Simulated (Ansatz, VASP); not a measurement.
WC in VASP and in Ansatz

```
W C
1.0
     2.89841    0.00000    0.00000
    -1.44921    2.51010    0.00000
     0.00000    0.00000    2.82761
W C
1 1
Direct
  0.00065 0.00130 0.00000
  0.65671 0.31341 0.50000
```

Change from the starting cell: mode 5 (621.9 1/cm) frozen in, largest displacement -0.050 Å.

Alike in both runs: task single point; functional PBEsol; k mesh 24 × 24 × 22; occupations gaussian, width 0.15 eV; no spin polarisation.

|  | VASP | Ansatz |
| --- | --- | --- |
| version | VASP 6.6.1 | Ansatz 0.2.0 |
| potentials or method | VASP PAW PBE potentials, release 64 (W_sv, C), cutoff 520 eV | scalar-relativistic, plane waves, PAW |
| valence electrons in the cell | 18 | 18 |

Ansatz gave:

```
gap on the k mesh at the Fermi level (eV)                     : none
pressure (GPa)                                                : 0.5
traceless stress, the component that is largest in VASP (GPa) : -2.35
rms of the force components (eV/Å)                            : 0.473
```

What did VASP give for the same quantities?

gap on the k mesh at the Fermi level (eV): none; pressure (GPa): 1.8; traceless stress, the component that is largest in VASP (GPa): -2.52; rms of the force components (eV/Å): 0.476.

VASP's potentials were made for PBE, not for PBEsol. Atom by atom the forces differ by 0.003 eV/Å (rms over components). A gap of «none» marks a metal or a gap that the smearing closes.

Neither program's run includes spin-orbit coupling.
